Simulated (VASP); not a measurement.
# AlN (P3m1) in VASP: notebook

AlN is run at these levels: PBE; tasks: single point.

Everything below comes from runs of VASP 6.6.1. Logs are shortened: lines on timing, memory, paths and dates and some standing lists are left out, and cuts for length are marked.

### 1 The cell of the first run

Symmetry: P3m1, No. 156, trigonal system. The conventional cell has a = 3.111 Å, b = 3.111 Å, c = 11.956 Å, α = 90.00°, β = 90.00°, γ = 120.00°. Within 2.5 Å of Al (site symmetry 3m) lie 3 N at 1.89 Å. Within 2.5 Å of Al (site symmetry 3m) lie 4 N at 1.89 to 1.92 Å. Within 2.5 Å of Al (site symmetry 3m) lie 4 N at 1.89 to 1.92 Å. Al (site symmetry 3m) has 4 N at 1.89 to 1.92 Å within 2.5 Å. N (site symmetry 3m) has 3 Al at 1.89 Å within 2.5 Å. N (site symmetry 3m) has 4 Al at 1.89 to 1.92 Å within 2.5 Å. N (site symmetry 3m) has 4 Al at 1.89 to 1.92 Å within 2.5 Å. Within 2.5 Å of N (site symmetry 3m) lie 4 Al at 1.89 to 1.92 Å.

### 2 Single point, PBE (the distance across one plane changed)

Contents of INCAR:

```
SYSTEM = AlN
PREC = Accurate
ENCUT = 520
EDIFF = 1E-7
ISMEAR = 0
SIGMA = 0.05
LREAL = .False.
LASPH = .True.
NELM = 80
ALGO = Normal
ISIF = 2
LWAVE = .False.
LCHARG = .True.
GGA = PE
LELF = .True.
LVHAR = .True.
NBANDS = 26
```

Contents of KPOINTS:

```
regular mesh
0
Gamma
  8 8 3
  0 0 0
```

Contents of POSCAR:

```
AlN
1.0
   -3.1110021516      0.0000000000      0.0000000000
   -1.5555010758     -2.6942068945      0.0000000000
    0.0000000000      0.0000000000     11.9560000000
Al N
4 4
Direct
    0.3333333333      0.3333333333      0.7525706758
    0.3333333333      0.3333333333      0.3362106892
    0.6666666667      0.6666666667      0.1280306959
    0.6666666667      0.6666666667      0.5443906825
    0.3333333333      0.3333333333      0.0801492974
    0.3333333333      0.3333333333      0.4965092840
    0.6666666667      0.6666666667      0.2883292907
    0.6666666667      0.6666666667      0.7046892774
```

Potentials or basis: VASP PAW PBE potentials, release 64 (Al, N).

Run with:

```bash
cat potpaw_PBE.64/Al/POTCAR potpaw_PBE.64/N/POTCAR > POTCAR
mpirun -np 1 vasp_std > vasp.out
```

OUTCAR:

```text
SYSTEM = AlN
   PREC = Accurate
   ENCUT = 520
   EDIFF = 1E-7
   ISMEAR = 0
   LREAL = .False.
   LASPH = .True.
   NELM = 80
   ISIF = 2
   GGA = PE

 ion  position               nearest neighbor table
   1  0.333  0.333  0.753-   8 1.89   8 1.89   8 1.89   4 3.07   4 3.07   4 3.07
   2  0.333  0.333  0.336-   7 1.89   7 1.89   7 1.89   6 1.92   3 3.07   4 3.07   4 3.07   3 3.07
                             3 3.07   4 3.07
   3  0.667  0.667  0.128-   5 1.89   5 1.89   5 1.89   7 1.92   2 3.07   2 3.07   2 3.07
   4  0.667  0.667  0.544-   6 1.89   6 1.89   6 1.89   8 1.92   2 3.07   1 3.07   1 3.07   2 3.07
                             1 3.07   2 3.07
   5  0.333  0.333  0.080-   3 1.89   3 1.89   3 1.89
   6  0.333  0.333  0.497-   4 1.89   4 1.89   4 1.89   2 1.92
   7  0.667  0.667  0.288-   2 1.89   2 1.89   2 1.89   3 1.92
   8  0.667  0.667  0.705-   1 1.89   1 1.89   1 1.89   4 1.92

  LATTYP: Found a hexagonal cell.
 ALAT       =     3.1110021516
 C/A-ratio  =     3.8431345970

  Lattice vectors:

 A1 = (   1.5555010758,   2.6942068945,   0.0000000000)
 A2 = (  -3.1110021516,   0.0000000000,   0.0000000000)
 A3 = (   0.0000000000,   0.0000000000,  11.9560000000)

Analysis of symmetry for initial positions (statically):
=====================================================================
 Subroutine PRICEL returns:
 Original cell was already a primitive cell.

 Routine SETGRP: Setting up the symmetry group for a
 hexagonal supercell.

 Subroutine GETGRP returns: Found  6 space group operations
 (whereof  6 operations were pure point group operations)
 out of a pool of 24 trial point group operations.

The static configuration has the point symmetry C_3v.

Analysis of symmetry for dynamics (positions and initial velocities):
=====================================================================
 Subroutine PRICEL returns:
 Original cell was already a primitive cell.

 Routine SETGRP: Setting up the symmetry group for a
 hexagonal supercell.

 Subroutine GETGRP returns: Found  6 space group operations
 (whereof  6 operations were pure point group operations)
 out of a pool of 24 trial point group operations.

The dynamic configuration has the point symmetry C_3v.

 Subroutine INISYM returns: Found  6 space group operations
 (whereof  6 operations are pure point group operations),
 and found     1 'primitive' translations

----------------------------------------------------------------------------------------

                                     Primitive cell

  volume of cell :     100.2114

  direct lattice vectors                    reciprocal lattice vectors
    -3.111002152  0.000000000  0.000000000    -0.321439829  0.185583372  0.000000000
    -1.555501076 -2.694206895  0.000000000     0.000000000 -0.371166744  0.000000000
     0.000000000  0.000000000 11.956000000     0.000000000  0.000000000  0.083640013

  length of vectors
     3.111002152  3.111002152 11.956000000     0.371166744  0.371166744  0.083640013

  position of ions in fractional coordinates (direct lattice)
     0.333333333  0.333333333  0.752570676
     0.333333333  0.333333333  0.336210689
     0.666666667  0.666666667  0.128030696
     0.666666667  0.666666667  0.544390683
     0.333333333  0.333333333  0.080149297
     0.333333333  0.333333333  0.496509284
     0.666666667  0.666666667  0.288329291
     0.666666667  0.666666667  0.704689277

  ion indices of the primitive-cell ions
   primitive index   ion index
                 1           1
                 2           2
                 3           3
                 4           4
                 5           5
                 6           6
                 7           7
                 8           8

----------------------------------------------------------------------------------------

 KPOINTS: regular mesh

Automatic generation of k-mesh.
 Grid dimensions read from file:
 generate k-points for:    8    8    3

 Generating k-lattice:

  Cartesian coordinates                     Fractional coordinates (reciprocal lattice)
    -0.040179979  0.023197921  0.000000000     0.125000000  0.000000000  0.000000000
     0.000000000 -0.046395843  0.000000000     0.000000000  0.125000000  0.000000000
     0.000000000  0.000000000  0.027880004     0.000000000  0.000000000  0.333333333

  Length of vectors
     0.046395843  0.046395843  0.027880004

  Shift w.r.t. Gamma in fractional coordinates (k-lattice)
     0.000000000  0.000000000  0.000000000

 Subroutine IBZKPT returns following result:
 ===========================================

 Found     25 irreducible k-points:

 Following reciprocal coordinates:
            Coordinates               Weight
  0.000000  0.000000  0.000000      1.000000
  0.125000 -0.000000  0.000000      6.000000
  0.250000 -0.000000  0.000000      6.000000
  0.375000 -0.000000  0.000000      6.000000
  0.500000 -0.000000  0.000000      3.000000
  0.250000  0.125000  0.000000      6.000000
[... 16 lines left out ...]
  0.375000  0.500000  0.333333     12.000000
  0.500000  0.250000  0.333333     12.000000
   k-points           NKPTS =     25   k-points in BZ     NKDIM =     25   number of bands    NBANDS=     26
   number of dos      NEDOS =    301   number of ions     NIONS =      8
   total plane-waves  NPLWV =  51840
   dimension x,y,z NGX =    24 NGY =   24 NGZ =   90
   dimension x,y,z NGXF=    48 NGYF=   48 NGZF=  180
   ions per type =               4   4
   NGX,Y,Z   is equivalent  to a cutoff of  12.83, 12.83, 12.51 a.u.
   NGXF,Y,Z  is equivalent  to a cutoff of  25.65, 25.65, 25.03 a.u.
 SYSTEM =  AlN
   PREC   = accura    normal or accurate (medium, high low for compatibility)
   ISTART =      0    job   : 0-new  1-cont  2-samecut
   ICHARG =      2    charge: 1-file 2-atom 10-const
   ISPIN  =      1    spin polarized calculation?
   LNONCOLLINEAR =      F non collinear calculations
   LSORBIT =      F    spin-orbit coupling
   LASPH  =      T    aspherical Exc in radial PAW
   ENCUT  =  520.0 eV  38.22 Ry    6.18 a.u.   5.78  5.78 22.23*2*pi/ulx,y,z
   NELM   =     80;   NELMIN=  2; NELMDL= -5     # of ELM steps
   EDIFF  = 0.1E-06   stopping-criterion for ELM
   LREAL  =      F    real-space projection
   EDIFFG = 0.1E-05   stopping-criterion for IOM
   NSW    =      0    number of steps for IOM
   IBRION =     -1    ionic relax: 0-MD 1-quasi-New 2-CG
   NFREE  =      0    steps in history (QN), initial steepest desc. (CG)
   ISIF   =      2    stress and relaxation
   ISYM   =      2    0-nonsym 1-usesym 2-fastsym
   POTIM  = 0.5000    time-step for ionic-motion
   TEBEG  =    0.0;   TEEND  =   0.0 temperature during run
   PSTRESS=    0.0 pullay stress
   NELECT =      32.0000    total number of electrons
   NUPDOWN=      -1.0000    fix difference up-down
   EMIN   =  10.00;   EMAX   =-10.00  energy-range for DOS
   EFERMI =   0.00;   METHOD = LEGACY
   ISMEAR =     0;   SIGMA  =   0.05  broadening in eV -4-tet -1-fermi 0-gaus
   EFERMI_NEDOS =   21; number of points for ismear=-14 and -15
   IALGO  =     38    algorithm
   IMIX   =      4    mixing-type and parameters
     AMIX     =   0.40;   BMIX     =  1.00
     AMIX_MAG =   1.60;   BMIX_MAG =  1.00
  volume/ion in A,a.u.               =      12.53        84.53
  Fermi-wavevector in a.u.,A,eV,Ry     =   1.118972  2.114550 17.035823  1.252098
  Thomas-Fermi vector in A             =   2.255607
   LORBIT       =      0    0 simple, 1 ext, 2 COOP (PROOUT), +10 PAW based schemes
   GGA     = PE    functional components
   LHFCALC =     F    Hartree Fock is set to
   AEXX    =    0.0000 exact exchange contribution
   IVDW    =     0    specifies the selected vdW correction
   LEPSILON=     F    determine dielectric tensor
   LRPA    =     F    only Hartree local field effects (RPA)
 non-spin polarized calculation
 Gauss-broadening in eV      SIGMA  =   0.05
  energy-cutoff  :      520.00
  volume of cell :      100.21
 maximum number of plane-waves:      2716
   NGX = 11   NGY = 11   NGZ = 45

 number of electron      31.9999995 magnetization

 Free energy of the ion-electron system (eV)
  ---------------------------------------------------
  ext. energy  EPLUGINS =         0.00000000
  ---------------------------------------------------
  free energy    TOTEN  =       -56.27878198 eV

  energy without entropy =      -56.27677229  energy(sigma->0) =      -56.27777714

 E-fermi :   5.8365     XC(G=0):  -9.9070

 val. band max:        5.7962744044   @ k =   0.1250  -0.0000   0.0000
 cond. band min:       5.9217654531   @ k =   0.0000   0.0000   0.3333
 fundamental gap:      0.1254910487
 Fermi energy:         5.8365387229

 k-point     1 :       0.0000    0.0000    0.0000
  band No.  band energies     occupation
      1     -12.0839      2.00000
      2     -10.7607      2.00000
      3      -9.4878      2.00000
      4      -7.3638      2.00000
      5      -2.2794      2.00000
      6      -0.0898      2.00000
[... 18 lines left out ...]
     25      14.8512      0.00000
     26      15.0967      0.00000

 k-point     2 :       0.1250   -0.0000    0.0000
  band No.  band energies     occupation
      1     -11.9048      2.00000
      2     -10.5952      2.00000
      3      -9.3305      2.00000
      4      -7.2137      2.00000
      5      -2.0774      2.00000
      6      -0.1063      2.00000
[... 18 lines left out ...]
     25      14.4056      0.00000
     26      14.8054      0.00000

 k-point     3 :       0.2500   -0.0000    0.0000
  band No.  band energies     occupation
      1     -11.4193      2.00000
      2     -10.1551      2.00000
      3      -8.9151      2.00000
      4      -6.8204      2.00000
      5      -1.5579      2.00000
      6      -1.0359      2.00000
[... 572 lines left out ...]
 k-point    23 :       0.3750    0.5000    0.3333
  band No.  band energies     occupation
      1     -10.5374      2.00000
      2      -9.4100      2.00000
      3      -8.2160      2.00000
      4      -6.1728      2.00000
      5      -2.5874      2.00000
      6      -1.6269      2.00000
[... 18 lines left out ...]
     25      14.0900      0.00000
     26      14.5860      0.00000

 k-point    24 :       0.5000    0.2500    0.3333
  band No.  band energies     occupation
      1     -10.5552      2.00000
      2      -9.4180      2.00000
      3      -8.2220      2.00000
      4      -6.1764      2.00000
      5      -2.1291      2.00000
      6      -1.3375      2.00000
[... 18 lines left out ...]
     25      14.0049      0.00000
     26      14.4645      0.00000

 [... further k-points ...]
[... 5 lines left out ...]
  --------------------------------------------------------------------------------------
  -------------------------------------------------------------------------------------
  Total        1.6495053      1.6495053     -1.9754439      0.0000000      0.0000000      0.0000000
  in kB       26.3722478     26.3722478    -31.5833444      0.0000000      0.0000000      0.0000000
  external PRESSURE =       7.0537171 kB  Pullay stress =       0.0000000 kB

 VOLUME and BASIS-vectors are now :
 -----------------------------------------------------------------------------
  energy-cutoff  :      520.00
  volume of cell :      100.21
      direct lattice vectors                 reciprocal lattice vectors
    -3.111002152  0.000000000  0.000000000    -0.321439829  0.185583372  0.000000000
    -1.555501076 -2.694206895  0.000000000     0.000000000 -0.371166744  0.000000000
     0.000000000  0.000000000 11.956000000     0.000000000  0.000000000  0.083640013

 POSITION                                       TOTAL-FORCE (eV/Angst)
 -----------------------------------------------------------------------------------
     -1.55550     -0.89807      8.99773         0.000000     -0.000000      0.306521
     -1.55550     -0.89807      4.01974         0.000000     -0.000000     -1.291708
     -3.11100     -1.79614      1.53074         0.000000      0.000000     -2.248653
     -3.11100     -1.79614      6.50873         0.000000      0.000000     -1.209690
     -1.55550     -0.89807      0.95826        -0.000000      0.000000      0.892611
     -1.55550     -0.89807      5.93626        -0.000000      0.000000      1.103775
     -3.11100     -1.79614      3.44726        -0.000000      0.000000      1.336631
     -3.11100     -1.79614      8.42527        -0.000000     -0.000000      1.110513
 -----------------------------------------------------------------------------------
    total drift:                                0.000000      0.000000     -0.000775

  FREE ENERGIE OF THE ION-ELECTRON SYSTEM (eV)
  ---------------------------------------------------
  free  energy   TOTEN  =       -56.2787819845 eV

  energy  without entropy=      -56.2767722871  energy(sigma->0) =      -56.27777714
```

It took 34 s on 1 thread of Intel Xeon 6975P-C (Granite Rapids), shared host; peak memory 0.23 GiB.

Results:

| Item | Value |
| --- | --- |
| Free energy | -56.2788 eV |
| Pressure | 0.7 GPa |
| Largest force | 2.249 eV/Å |
| Band gap on the k mesh | zero (bands 16 and 17 overlap by 0.13 eV) |

Forces on the atoms (eV/Å):
```
Al   0.000  0.000  0.307
Al   0.000  0.000 -1.292
Al   0.000  0.000 -2.249
Al   0.000  0.000 -1.210
N    0.000  0.000  0.893
N    0.000  0.000  1.104
N    0.000  0.000  1.337
N    0.000  0.000  1.111
```

Levels at points of the mesh, in eV from the Fermi level:
| k point | band 12 | band 13 | band 14 | band 15 | band 16 | band 17 | band 18 | band 19 | band 20 | band 21 |
| --- | --- | --- | --- | --- | --- | --- | --- | --- | --- | --- |
| (0.00, 0.00, 0.00) | -1.76 | -1.76 | -1.04 | -0.48 | 0.09 | 0.09 | 3.23 | 3.77 | 4.94 | 6.68 |
| (0.50, 0.00, 0.00) | -3.83 | -2.66 | -2.61 | -0.69 | -0.36 | 0.90 | 2.19 | 3.53 | 4.14 | 5.14 |

Caveat: the cell differs from its parent crystal (the distance across one plane changed); semilocal functionals underestimate gaps, so a narrow gap can read as zero; forces of over 1 eV/Å act on the atoms, so gaps and moduli don't describe the material at rest.

### 3 Single point, PBE (the distance across one plane changed)

Contents of INCAR:

```
SYSTEM = AlN
PREC = Accurate ; ENCUT = 520
EDIFF = 1E-7 ; ISMEAR = 0
SIGMA = 0.05 ; LREAL = .FALSE.
LASPH = .TRUE. ; NELM = 60
ALGO = Normal ; ISIF = 2
LWAVE = .FALSE. ; LCHARG = .FALSE.
GGA = PE ; NBANDS = 26
```

Contents of KPOINTS:

```
regular mesh
0
G
  8 8 3
  0 0 0
```

Contents of POSCAR:

```
AlN
1.0
   -3.1110021516      0.0000000000      0.0000000000
   -1.5555010758     -2.6942068945      0.0000000000
    0.0000000000      0.0000000000     12.9560000000
Al N
4 4
Direct
    0.3333333333      0.3333333333      0.6944840228
    0.3333333333      0.3333333333      0.3102604971
    0.6666666667      0.6666666667      0.1181487342
    0.6666666667      0.6666666667      0.5023722600
    0.3333333333      0.3333333333      0.0739630287
    0.3333333333      0.3333333333      0.4581865545
    0.6666666667      0.6666666667      0.2660747916
    0.6666666667      0.6666666667      0.6502983174
```

Potentials or basis: VASP PAW PBE potentials, release 64 (Al, N).

Run with:

```bash
cat potpaw_PBE.64/Al/POTCAR potpaw_PBE.64/N/POTCAR > POTCAR
mpirun -np 1 vasp_std > vasp.out
```

Run time: 40 s. Hardware: 1 thread of Intel Xeon 6975P-C (Granite Rapids), shared host; peak memory 0.23 GiB.

Results (log left out):

* Free energy: -55.8744 eV
* Pressure: 1.5 GPa
* Largest force: 2.041 eV/Å
* Band gap on the k mesh: zero (bands 16 and 17 overlap by 0.15 eV)

Forces in eV/Å, atoms in the order of the input:
```
Al   0.000  0.000 -0.117
Al   0.000  0.000 -1.181
Al   0.000  0.000 -2.041
Al   0.000  0.000 -1.231
N    0.000  0.000  1.380
N    0.000  0.000  1.056
N    0.000  0.000  1.215
N    0.000  0.000  0.919
```

Stress tensor (GPa, compression positive):
```
1.81 0.00 0.00
0.00 1.81 0.00
0.00 0.00 1.00
```

Levels at points of the mesh, in eV from the Fermi level:
```csv
k point,band 13,band 14,band 15,band 16,band 17,band 18,band 19,band 20
"(0.00, 0.00, 0.00)",-1.57,-0.84,-0.67,0.10,0.10,3.20,3.93,5.02
"(0.50, 0.00, 0.00)",-2.50,-2.42,-0.66,-0.17,0.76,2.28,3.67,4.35
```

Caveat: the cell differs from its parent crystal (the distance across one plane changed); semilocal functionals underestimate gaps, so a narrow gap can read as zero; forces of over 1 eV/Å act on the atoms, so gaps and moduli don't describe the material at rest.

(Part 1 of 2 ends here.)
